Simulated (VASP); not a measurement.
A run of VASP 6.6.1 is set up as follows.

Contents of INCAR:

```
SYSTEM = HfWS5
PREC     = Accurate       ! precision mode
ENCUT    = 520            ! plane-wave cutoff, eV
EDIFF    = 1E-7           ! SCF threshold, eV
ISMEAR   = 0              ! smearing method
SIGMA    = 0.1            ! smearing width, eV
LREAL    = .False.        ! projectors in reciprocal space
LASPH    = .True.         ! aspherical terms in the spheres
NELM     = 80             ! most SCF steps
ALGO     = Normal         ! electronic algorithm
ISIF     = 2              ! what is computed and relaxed
LWAVE    = .False.        ! write WAVECAR
LCHARG   = .False.        ! write CHGCAR
GGA      = PE             ! functional
NBANDS   = 36             ! bands
```

KPOINTS

```
Automatic mesh
0
Gamma
  8 8 6
  0 0 0
```

File POSCAR:

```
HfWS5
1.0
    4.3588544221      0.0000000000      0.0000000000
    0.0000000000      4.3588544221      0.0000000000
    0.0000000000      0.0000000000      6.1609435758
Hf W S
1 1 5
Direct
    0.5000000000      0.5000000000      0.0000000000
    0.0000000000      0.0000000000      0.5000000000
    0.0000000000      0.5000000000      0.2806993283
    0.0000000000      0.5000000000      0.7193006717
    0.5000000000      0.0000000000      0.2806993283
    0.5000000000      0.0000000000      0.7193006717
    0.0000000000      0.0000000000      0.0000000000
```

Potentials or basis: VASP PAW PBE potentials, release 64 (Hf_pv, W_sv, S).

The run is started by

```sh
$ cat potpaw_PBE.64/Hf_pv/POTCAR potpaw_PBE.64/W_sv/POTCAR potpaw_PBE.64/S/POTCAR > POTCAR
$ mpirun -np 1 vasp_std > vasp.out
```

Task: Predict the largest force.

Result: 0.040 eV/Å.

Task: Predict the band gap on the k mesh.

Result: Zero (bands 27 and 28 overlap by 1.33 eV).

Task: Predict the pressure.

Result: -0.5 GPa.

Forces on the atoms (eV/Å):
```
Hf   0.000  0.000  0.000
W    0.000  0.000  0.000
S    0.000  0.000 -0.040
S    0.000  0.000  0.040
S    0.000  0.000 -0.040
S    0.000  0.000  0.040
S    0.000  0.000  0.000
```

Caveat: spin-orbit coupling is left out, which moves the levels of the heavy elements.
